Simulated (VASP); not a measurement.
# NaH (P6_3/mmc) in VASP: further runs

Runs on NaH. Level: PBE. Tasks: single point.

Program: VASP 6.6.1. These are calculated values, not measurements. Logs are shortened: lines on timing, memory, paths and dates and some standing lists are left out, and cuts for length are marked.

## Step 1: The cell of the first run

Symmetry: P6_3/mmc, No. 194, hexagonal system. The conventional cell has a = 3.345 Å, b = 3.345 Å, c = 5.885 Å, α = 90.00°, β = 90.00°, γ = 120.00°. Na (site symmetry -3m) has 6 H at 2.43 Å and 2 Na at 2.94 Å within 3.2 Å. Within 3.2 Å of H (site symmetry -6m2) lie 6 Na at 2.43 Å.

## Step 2: Single point, PBE

The input, INCAR:

```
SYSTEM = NaH
ALGO = Normal
EDIFF = 1E-6
ENCUT = 520
GGA = PE
ISIF = 2
ISMEAR = 0
LASPH = .True.
LCHARG = .True.
LELF = .True.
LREAL = .False.
LVHAR = .True.
LWAVE = .False.
NBANDS = 16
NELM = 100
PREC = Accurate
SIGMA = 0.01
```

The input, KPOINTS:

```
k-points
0
Gamma
  9 9 4
  0 0 0
```

The input, POSCAR:

```
NaH
1.0
    3.3449972017      0.0000000000      0.0000000000
   -1.6724986009      2.8968525523      0.0000000000
    0.0000000000      0.0000000000      5.8851742200
Na H
2 2
Direct
    0.0000000000      0.0000000000      0.0000000000
    0.0000000000      0.0000000000      0.5000000000
    0.3333333333      0.6666666667      0.2500000000
    0.6666666667      0.3333333333      0.7500000000
```

Potentials or basis: VASP PAW PBE potentials, release 64 (Na_pv, H).

Run with:

```bash
> cat potpaw_PBE.64/Na_pv/POTCAR potpaw_PBE.64/H/POTCAR > POTCAR
> mpirun -np 1 vasp_std > vasp.out
```

OUTCAR:

```text
SYSTEM = NaH
   EDIFF = 1E-6
   ENCUT = 520
   GGA = PE
   ISIF = 2
   ISMEAR = 0
   LASPH = .True.
   LREAL = .False.
   NELM = 100
   PREC = Accurate

 ion  position               nearest neighbor table
   1  0.000  0.000  0.000-
   2  0.000  0.000  0.500-
   3  0.333  0.667  0.250-
   4  0.667  0.333  0.750-

  LATTYP: Found a hexagonal cell.
 ALAT       =     3.3449972017
 C/A-ratio  =     1.7593958575

  Lattice vectors:

 A1 = (   3.3449972017,   0.0000000000,   0.0000000000)
 A2 = (  -1.6724986009,   2.8968525523,   0.0000000000)
 A3 = (   0.0000000000,   0.0000000000,   5.8851742200)

Analysis of symmetry for initial positions (statically):
=====================================================================
 Subroutine PRICEL returns:
 Original cell was already a primitive cell.

 Routine SETGRP: Setting up the symmetry group for a
 hexagonal supercell.

 Subroutine GETGRP returns: Found 24 space group operations
 (whereof 12 operations were pure point group operations)
 out of a pool of 24 trial point group operations.

The static configuration has the point symmetry D_3d.
 The point group associated with its full space group is D_6h.

Analysis of symmetry for dynamics (positions and initial velocities):
=====================================================================
 Subroutine PRICEL returns:
 Original cell was already a primitive cell.

 Routine SETGRP: Setting up the symmetry group for a
 hexagonal supercell.

 Subroutine GETGRP returns: Found 24 space group operations
 (whereof 12 operations were pure point group operations)
 out of a pool of 24 trial point group operations.

The dynamic configuration has the point symmetry D_3d.
 The point group associated with its full space group is D_6h.

 Subroutine INISYM returns: Found 24 space group operations
 (whereof 12 operations are pure point group operations),
 and found     1 'primitive' translations

----------------------------------------------------------------------------------------

                                     Primitive cell

  volume of cell :      57.0271

  direct lattice vectors                    reciprocal lattice vectors
     3.344997202  0.000000000  0.000000000     0.298953912  0.172601122  0.000000000
    -1.672498601  2.896852552  0.000000000     0.000000000  0.345202243  0.000000000
     0.000000000  0.000000000  5.885174220     0.000000000  0.000000000  0.169918504

[... 89 lines left out ...]
   EDIFFG = 0.1E-04   stopping-criterion for IOM
   NSW    =      0    number of steps for IOM
   IBRION =     -1    ionic relax: 0-MD 1-quasi-New 2-CG
   NFREE  =      0    steps in history (QN), initial steepest desc. (CG)
   ISIF   =      2    stress and relaxation
   ISYM   =      2    0-nonsym 1-usesym 2-fastsym
   POTIM  = 0.5000    time-step for ionic-motion
   TEBEG  =    0.0;   TEEND  =   0.0 temperature during run
   PSTRESS=    0.0 pullay stress
   NELECT =      16.0000    total number of electrons
   NUPDOWN=      -1.0000    fix difference up-down
   EMIN   =  10.00;   EMAX   =-10.00  energy-range for DOS
   EFERMI =   0.00;   METHOD = LEGACY
   ISMEAR =     0;   SIGMA  =   0.01  broadening in eV -4-tet -1-fermi 0-gaus
   EFERMI_NEDOS =   21; number of points for ismear=-14 and -15
   IALGO  =     38    algorithm
   IMIX   =      4    mixing-type and parameters
     AMIX     =   0.40;   BMIX     =  1.00
     AMIX_MAG =   1.60;   BMIX_MAG =  1.00
  volume/ion in A,a.u.               =      14.26        96.21
  Fermi-wavevector in a.u.,A,eV,Ry     =   1.071736  2.025287 15.627886  1.148617
  Thomas-Fermi vector in A             =   2.207485
   LORBIT       =      0    0 simple, 1 ext, 2 COOP (PROOUT), +10 PAW based schemes
   GGA     = PE    functional components
   LHFCALC =     F    Hartree Fock is set to
   AEXX    =    0.0000 exact exchange contribution
   IVDW    =     0    specifies the selected vdW correction
   LEPSILON=     F    determine dielectric tensor
   LRPA    =     F    only Hartree local field effects (RPA)
 non-spin polarized calculation
 Gauss-broadening in eV      SIGMA  =   0.01
  energy-cutoff  :      520.00
  volume of cell :       57.03
 maximum number of plane-waves:      1569
 NGX is ok and might be reduce to    28
   NGX = 13   NGY = 13   NGZ = 21

 number of electron      16.0000001 magnetization

 Free energy of the ion-electron system (eV)
  ---------------------------------------------------
  ext. energy  EPLUGINS =         0.00000000
  ---------------------------------------------------
  free energy    TOTEN  =        -9.99833177 eV

  energy without entropy =       -9.99833177  energy(sigma->0) =       -9.99833177

 E-fermi :  -1.0468     XC(G=0):  -7.7293

 val. band max:       -1.1543900987   @ k =   0.3333   0.2222   0.0000
 cond. band min:       2.2152965585   @ k =   0.0000   0.0000   0.0000
 fundamental gap:      3.3696866572
 Fermi energy:        -1.0468368423

 k-point     1 :       0.0000    0.0000    0.0000
  band No.  band energies     occupation
      1     -23.5568      2.00000
      2     -23.4110      2.00000
      3     -23.4110      2.00000
      4     -23.3933      2.00000
      5     -23.3933      2.00000
      6     -23.3750      2.00000
[... 433 lines left out ...]
      3     -23.4681      2.00000
      4     -23.4504      2.00000
      5     -23.4504      2.00000
      6     -23.3905      2.00000
[... 8 lines left out ...]
     15      12.4604      0.00000
     16      13.8031      0.00000

 [... further k-points ...]

------------------------ aborting loop because EDIFF is reached ----------------------------------------

  FORCE on cell =-STRESS in cart. coord.  units (eV):
  Direction    XX          YY          ZZ          XY          YZ          ZX
  --------------------------------------------------------------------------------------
  -------------------------------------------------------------------------------------
  Total       -0.0142413     -0.0142413     -0.0041464      0.0000000      0.0000000      0.0000000
  in kB       -0.4001082     -0.4001082     -0.1164932      0.0000000      0.0000000      0.0000000
  external PRESSURE =      -0.3055699 kB  Pullay stress =       0.0000000 kB

 VOLUME and BASIS-vectors are now :
 -----------------------------------------------------------------------------
  energy-cutoff  :      520.00
  volume of cell :       57.03
      direct lattice vectors                 reciprocal lattice vectors
     3.344997202  0.000000000  0.000000000     0.298953912  0.172601122  0.000000000
    -1.672498601  2.896852552  0.000000000     0.000000000  0.345202243  0.000000000
     0.000000000  0.000000000  5.885174220     0.000000000  0.000000000  0.169918504

 POSITION                                       TOTAL-FORCE (eV/Angst)
 -----------------------------------------------------------------------------------
      0.00000      0.00000      0.00000        -0.000000      0.000000     -0.000000
      0.00000      0.00000      2.94259        -0.000000      0.000000     -0.000000
     -0.00000      1.93124      1.47129        -0.000000      0.000000      0.000000
      1.67250      0.96562      4.41388         0.000000      0.000000     -0.000000
 -----------------------------------------------------------------------------------
    total drift:                               -0.000000     -0.000000      0.000000

  FREE ENERGIE OF THE ION-ELECTRON SYSTEM (eV)
  ---------------------------------------------------
  free  energy   TOTEN  =        -9.9983317749 eV

  energy  without entropy=       -9.9983317749  energy(sigma->0) =       -9.99833177
```

stdout:

```text
POSCAR found type information on POSCAR NaH
 POSCAR found :  2 types and       4 ions
 scaLAPACK will be used
 LDA part: xc-table for (Slater+PW92), standard interpolation
 POSCAR, INCAR and KPOINTS ok, starting setup
 FFT: planning ... GRIDC
 FFT: planning ... GRID_SOFT
 FFT: planning ... GRID
 WAVECAR not read
 entering main loop
```

It took 51 s on 1 thread of Intel Xeon 8259CL, shared host; peak memory 0.18 GiB.

Results:

| Item | Value |
| --- | --- |
| Free energy | -9.9983 eV |
| Pressure | 0.0 GPa |
| Band gap on the k mesh | 3.37 eV (least direct gap 4.50 eV) |

## Step 3: Single point, PBE (14.68 Å³/atom)

This run uses another cell than the first one, of 14.68 Å³/atom.

The input, INCAR:

```
PREC = Accurate
ENCUT = 520
EDIFF = 1E-6
ISMEAR = 0
SIGMA = 0.01
LREAL = F
LASPH = T
NELM = 60
ALGO = Normal
ISIF = 2
LWAVE = F
LCHARG = F
GGA = PE
NBANDS = 16
```

The input, KPOINTS:

```
regular mesh
0
Gamma
  9 9 4
```

The input, POSCAR:

```
NaH
1.0
    3.3781181399      0.0000000000      0.0000000000
   -1.6890590699      2.9255361261      0.0000000000
    0.0000000000      0.0000000000      5.9434470615
Na H
2 2
Direct
    0.0000000000      0.0000000000      0.0000000000
    0.0000000000      0.0000000000      0.5000000000
    0.3333333333      0.6666666667      0.2500000000
    0.6666666667      0.3333333333      0.7500000000
```

Potentials or basis: VASP PAW PBE potentials, release 64 (Na_pv, H).

Run with:

```bash
> cat potpaw_PBE.64/Na_pv/POTCAR potpaw_PBE.64/H/POTCAR > POTCAR
> mpirun -np 1 vasp_std > vasp.out
```

OUTCAR:

```text
PREC = Accurate
   ENCUT = 520
   EDIFF = 1E-6
   ISMEAR = 0
   LREAL = F
   LASPH = T
   NELM = 60
   ISIF = 2
   GGA = PE

 ion  position               nearest neighbor table
   1  0.000  0.000  0.000-
   2  0.000  0.000  0.500-
   3  0.333  0.667  0.250-
   4  0.667  0.333  0.750-

  LATTYP: Found a hexagonal cell.
[... 656 lines left out ...]

  FORCE on cell =-STRESS in cart. coord.  units (eV):
  Direction    XX          YY          ZZ          XY          YZ          ZX
  --------------------------------------------------------------------------------------
  -------------------------------------------------------------------------------------
  Total       -0.2354582     -0.2354582     -0.2547941     -0.0000000     -0.0000000      0.0000000
  in kB       -6.4225235     -6.4225235     -6.9499436     -0.0000000     -0.0000000      0.0000000
  external PRESSURE =      -6.5983302 kB  Pullay stress =       0.0000000 kB

 VOLUME and BASIS-vectors are now :
 -----------------------------------------------------------------------------
  energy-cutoff  :      520.00
  volume of cell :       58.74
      direct lattice vectors                 reciprocal lattice vectors
     3.378118140  0.000000000  0.000000000     0.296022803  0.170908845  0.000000000
    -1.689059070  2.925536126  0.000000000     0.000000000  0.341817690  0.000000000
     0.000000000  0.000000000  5.943447061     0.000000000  0.000000000  0.168252529

 POSITION                                       TOTAL-FORCE (eV/Angst)
 -----------------------------------------------------------------------------------
      0.00000      0.00000      0.00000        -0.000000     -0.000000      0.000000
      0.00000      0.00000      2.97172        -0.000000     -0.000000      0.000000
     -0.00000      1.95036      1.48586         0.000000     -0.000000     -0.000000
      1.68906      0.97518      4.45759        -0.000000      0.000000      0.000000
 -----------------------------------------------------------------------------------
    total drift:                               -0.000000     -0.000000      0.000000

  FREE ENERGIE OF THE ION-ELECTRON SYSTEM (eV)
  ---------------------------------------------------
  free  energy   TOTEN  =        -9.9952488642 eV

  energy  without entropy=       -9.9952488642  energy(sigma->0) =       -9.99524886
```

OSZICAR:

```text
N       E                     dE             d eps       ncg     rms          rms(c)
DAV:   1     0.117803827413E+03    0.11780E+03   -0.84422E+03  1152   0.103E+03
DAV:   2    -0.492434593965E+01   -0.12273E+03   -0.11827E+03  1264   0.304E+02
DAV:   3    -0.107808655780E+02   -0.58565E+01   -0.58433E+01  1496   0.698E+01
DAV:   4    -0.108586806777E+02   -0.77815E-01   -0.77809E-01  1328   0.899E+00
DAV:   5    -0.108600741622E+02   -0.13935E-02   -0.13935E-02  1488   0.115E+00    0.448E+00
DAV:   6    -0.101694062124E+02    0.69067E+00   -0.28634E-01  1584   0.379E+00    0.206E+00
DAV:   7    -0.998448007868E+01    0.18493E+00   -0.36228E-01  1600   0.289E+00    0.491E-01
DAV:   8    -0.999539769510E+01   -0.10918E-01   -0.22286E-02  1216   0.138E+00    0.108E-01
DAV:   9    -0.999529038572E+01    0.10731E-03   -0.22596E-03  1544   0.553E-01    0.340E-02
DAV:  10    -0.999524150483E+01    0.48881E-04   -0.10049E-04  1288   0.715E-02    0.964E-03
DAV:  11    -0.999524946185E+01   -0.79570E-05   -0.10710E-05  1320   0.196E-02    0.663E-03
DAV:  12    -0.999524886417E+01    0.59769E-06   -0.10477E-06  1288   0.639E-03
   1 F= -.99952489E+01 E0= -.99952489E+01  d E =-.514574E-14
```

Wall time 59 s (1 thread of Intel Xeon 8259CL, shared host); peak memory 0.19 GiB.

Results:

```
Free energy            : -9.9952 eV
Pressure               : -0.7 GPa
Band gap on the k mesh : 3.32 eV (least direct gap 4.43 eV)
```

Levels at points of the mesh, in eV from the valence-band top:
```tsv
k point	band 4	band 5	band 6	band 7	band 8	band 9	band 10	band 11	band 12	band 13
(0.00, 0.00, 0.00)	-22.29	-22.29	-22.27	-3.48	-1.11	3.32	9.98	11.09	13.55	13.71
(0.00, 0.00, 0.50)	-22.30	-22.30	-22.30	-2.58	-2.58	6.41	6.41	11.65	11.65	14.69
```

A k mesh can miss the band edges.
